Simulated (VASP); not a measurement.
# Nd in VASP: single point with PBE

Aim: the single point of Nd with PBE.

All numbers are computed with VASP 6.6.1; they aren't measurements. Logs are shortened: lines on timing, memory, paths and dates and some standing lists are left out, and cuts for length are marked.

## (1) The cell of the first run

The cell holds a cluster in a box, 1 atom: a = 8.110 Å, b = 8.110 Å, c = 8.110 Å, α = 90.00°, β = 90.00°, γ = 90.00°.

## (2) Single point, PBE

INCAR

```
SYSTEM = Nd
PREC = Accurate
ENCUT = 520
EDIFF = 1E-6
ISMEAR = -1
SIGMA = 0.1
LREAL = .False.
LASPH = .True.
NELM = 200
ALGO = Normal
ISIF = 2
LWAVE = .False.
LCHARG = .False.
GGA = PE
NBANDS = 13
GGA_COMPAT = .False.
LMAXMIX = 6
```

KPOINTS

```
regular mesh
0
Gamma
  1 1 1
  0 0 0
```

POSCAR

```
Nd
1.0
    8.1100000000      0.0000000000      0.0000000000
    0.0000000000      8.1100000000      0.0000000000
    0.0000000000      0.0000000000      8.1100000000
Nd
1
Direct
    0.5100000000      0.5200000000      0.4900000000
```

Potentials or basis: VASP PAW PBE potentials, release 64 (Nd).

The run is started by

```bash
$ cat potpaw_PBE.64/Nd/POTCAR > POTCAR
$ mpirun -np 1 vasp_gam > vasp.out
```

OUTCAR:

```text
SYSTEM = Nd
   PREC = Accurate
   ENCUT = 520
   EDIFF = 1E-6
   ISMEAR = -1
   LREAL = .False.
   LASPH = .True.
   NELM = 200
   ISIF = 2
   GGA = PE

 ion  position               nearest neighbor table
   1  0.510  0.520  0.490-

  LATTYP: Found a simple cubic cell.
 ALAT       =     8.1100000000

  Lattice vectors:

 A1 = (   8.1100000000,   0.0000000000,   0.0000000000)
 A2 = (   0.0000000000,   8.1100000000,   0.0000000000)
 A3 = (   0.0000000000,   0.0000000000,   8.1100000000)

Analysis of symmetry for initial positions (statically):
=====================================================================
 Subroutine PRICEL returns:
 Original cell was already a primitive cell.

 Routine SETGRP: Setting up the symmetry group for a
 simple cubic supercell.

 Subroutine GETGRP returns: Found 48 space group operations
 (whereof  2 operations were pure point group operations)
 out of a pool of 48 trial point group operations.

The static configuration has the point symmetry C_1h.
 The point group associated with its full space group is O_h .

Analysis of symmetry for dynamics (positions and initial velocities):
=====================================================================
 Subroutine PRICEL returns:
 Original cell was already a primitive cell.

 Routine SETGRP: Setting up the symmetry group for a
 simple cubic supercell.

 Subroutine GETGRP returns: Found 48 space group operations
 (whereof  2 operations were pure point group operations)
 out of a pool of 48 trial point group operations.

The dynamic configuration has the point symmetry C_1h.
 The point group associated with its full space group is O_h .

 Subroutine INISYM returns: Found 48 space group operations
 (whereof  2 operations are pure point group operations),
 and found     1 'primitive' translations

----------------------------------------------------------------------------------------

                                     Primitive cell

  volume of cell :     533.4117

  direct lattice vectors                    reciprocal lattice vectors
     8.110000000  0.000000000  0.000000000     0.123304562  0.000000000  0.000000000
     0.000000000  8.110000000  0.000000000     0.000000000  0.123304562  0.000000000
     0.000000000  0.000000000  8.110000000     0.000000000  0.000000000  0.123304562

  length of vectors
     8.110000000  8.110000000  8.110000000     0.123304562  0.123304562  0.123304562

  position of ions in fractional coordinates (direct lattice)
     0.510000000  0.520000000  0.490000000

  ion indices of the primitive-cell ions
   primitive index   ion index
                 1           1

----------------------------------------------------------------------------------------

 KPOINTS: regular mesh

Automatic generation of k-mesh.
 Grid dimensions read from file:
 generate k-points for:    1    1    1

 Generating k-lattice:

  Cartesian coordinates                     Fractional coordinates (reciprocal lattice)
     0.123304562  0.000000000  0.000000000     1.000000000  0.000000000  0.000000000
     0.000000000  0.123304562  0.000000000     0.000000000  1.000000000  0.000000000
     0.000000000  0.000000000  0.123304562     0.000000000  0.000000000  1.000000000

  Length of vectors
     0.123304562  0.123304562  0.123304562

  Shift w.r.t. Gamma in fractional coordinates (k-lattice)
     0.000000000  0.000000000  0.000000000

 Subroutine IBZKPT returns following result:
 ===========================================

 Found      1 irreducible k-points:

 Following reciprocal coordinates:
            Coordinates               Weight
  0.000000  0.000000  0.000000      1.000000
   k-points           NKPTS =      1   k-points in BZ     NKDIM =      1   number of bands    NBANDS=     13
   number of dos      NEDOS =    301   number of ions     NIONS =      1
   total plane-waves  NPLWV = 216000
   dimension x,y,z NGX =    60 NGY =   60 NGZ =   60
   dimension x,y,z NGXF=   120 NGYF=  120 NGZF=  120
   ions per type =               1
   NGX,Y,Z   is equivalent  to a cutoff of  12.30, 12.30, 12.30 a.u.
   NGXF,Y,Z  is equivalent  to a cutoff of  24.60, 24.60, 24.60 a.u.
 SYSTEM =  Nd
   PREC   = accura    normal or accurate (medium, high low for compatibility)
   ISTART =      0    job   : 0-new  1-cont  2-samecut
   ICHARG =      2    charge: 1-file 2-atom 10-const
   ISPIN  =      1    spin polarized calculation?
   LNONCOLLINEAR =      F non collinear calculations
   LSORBIT =      F    spin-orbit coupling
   LASPH  =      T    aspherical Exc in radial PAW
   ENCUT  =  520.0 eV  38.22 Ry    6.18 a.u.  15.08 15.08 15.08*2*pi/ulx,y,z
   NELM   =    200;   NELMIN=  2; NELMDL= -5     # of ELM steps
   EDIFF  = 0.1E-05   stopping-criterion for ELM
   LREAL  =      F    real-space projection
   EDIFFG = 0.1E-04   stopping-criterion for IOM
   NSW    =      0    number of steps for IOM
   IBRION =     -1    ionic relax: 0-MD 1-quasi-New 2-CG
   NFREE  =      0    steps in history (QN), initial steepest desc. (CG)
   ISIF   =      2    stress and relaxation
   ISYM   =      2    0-nonsym 1-usesym 2-fastsym
   POTIM  = 0.5000    time-step for ionic-motion
   TEBEG  =    0.0;   TEEND  =   0.0 temperature during run
   PSTRESS=    0.0 pullay stress
   NELECT =      14.0000    total number of electrons
   NUPDOWN=      -1.0000    fix difference up-down
   EMIN   =  10.00;   EMAX   =-10.00  energy-range for DOS
   EFERMI =   0.00;   METHOD = LEGACY
   ISMEAR =    -1;   SIGMA  =   0.10  broadening in eV -4-tet -1-fermi 0-gaus
   EFERMI_NEDOS =   21; number of points for ismear=-14 and -15
   IALGO  =     38    algorithm
   IMIX   =      4    mixing-type and parameters
     AMIX     =   0.40;   BMIX     =  1.00
     AMIX_MAG =   1.60;   BMIX_MAG =  1.00
  volume/ion in A,a.u.               =     533.41      3599.64
  Fermi-wavevector in a.u.,A,eV,Ry     =   0.486515  0.919381  3.220462  0.236697
  Thomas-Fermi vector in A             =   1.487312
   LORBIT       =      0    0 simple, 1 ext, 2 COOP (PROOUT), +10 PAW based schemes
   GGA     = PE    functional components
[... 5 lines left out ...]
 non-spin polarized calculation
  energy-cutoff  :      520.00
  volume of cell :      533.41
 maximum number of plane-waves:      7182
   NGX = 31   NGY = 31   NGZ = 31

 number of electron      14.0000000 magnetization

 Free energy of the ion-electron system (eV)
  ---------------------------------------------------
  ext. energy  EPLUGINS =         0.00000000
  ---------------------------------------------------
  free energy    TOTEN  =        -1.62458793 eV

  energy without entropy =       -0.75224064  energy(sigma->0) =       -1.18841429

 E-fermi :  -1.9345     XC(G=0):  -2.4832

 val. band max:       -3.1352485062   @ k =   0.0000   0.0000   0.0000
 cond. band min:      -1.8427045839   @ k =   0.0000   0.0000   0.0000
 fundamental gap:      1.2925439223
 Fermi energy:        -1.9344991020

 k-point     1 :       0.0000    0.0000    0.0000
  band No.  band energies     occupation
      1     -40.4783      2.00000
      2     -22.0315      2.00000
      3     -22.0315      2.00000
      4     -22.0315      2.00000
      5      -3.1352      1.99999
      6      -1.8427      0.57075
      7      -1.8427      0.57072
      8      -1.8427      0.57072
      9      -1.8357      0.54264
     10      -1.8357      0.54263
     11      -1.8357      0.54250
     12      -1.8339      0.53551
     13      -1.6633      0.12454

------------------------ aborting loop because EDIFF is reached ----------------------------------------

  FORCE on cell =-STRESS in cart. coord.  units (eV):
  Direction    XX          YY          ZZ          XY          YZ          ZX
  --------------------------------------------------------------------------------------
  -------------------------------------------------------------------------------------
  Total       -0.8983909     -0.8983909     -0.8983909     -0.0000000      0.0000000      0.0000000
  in kB       -2.6984437     -2.6984437     -2.6984437     -0.0000000      0.0000000      0.0000000
  external PRESSURE =      -2.6984437 kB  Pullay stress =       0.0000000 kB

 VOLUME and BASIS-vectors are now :
 -----------------------------------------------------------------------------
  energy-cutoff  :      520.00
  volume of cell :      533.41
      direct lattice vectors                 reciprocal lattice vectors
     8.110000000  0.000000000  0.000000000     0.123304562  0.000000000  0.000000000
     0.000000000  8.110000000  0.000000000     0.000000000  0.123304562  0.000000000
     0.000000000  0.000000000  8.110000000     0.000000000  0.000000000  0.123304562

 POSITION                                       TOTAL-FORCE (eV/Angst)
 -----------------------------------------------------------------------------------
      4.13610      4.21720      3.97390        -0.000000      0.000000      0.000000
 -----------------------------------------------------------------------------------
    total drift:                                0.000008      0.000003     -0.000008

  FREE ENERGIE OF THE ION-ELECTRON SYSTEM (eV)
  ---------------------------------------------------
  free  energy   TOTEN  =        -1.6245879346 eV

  energy  without entropy=       -0.7522406437  energy(sigma->0) =       -1.18841429
```

Run time: 2 min. Hardware: 1 thread of Intel Xeon Platinum 8375C at 2.90GHz (Ice Lake), shared host; peak memory 0.47 GiB.

What came out:

```
Free energy                     : -1.6246 eV
Gap between the frontier levels : zero (filled and empty bands touch)
```

Caveat: spin-orbit coupling is left out, which moves the levels of the heavy elements. Spin polarisation is off, so any magnetic state and its effect on volume and gap are missing.
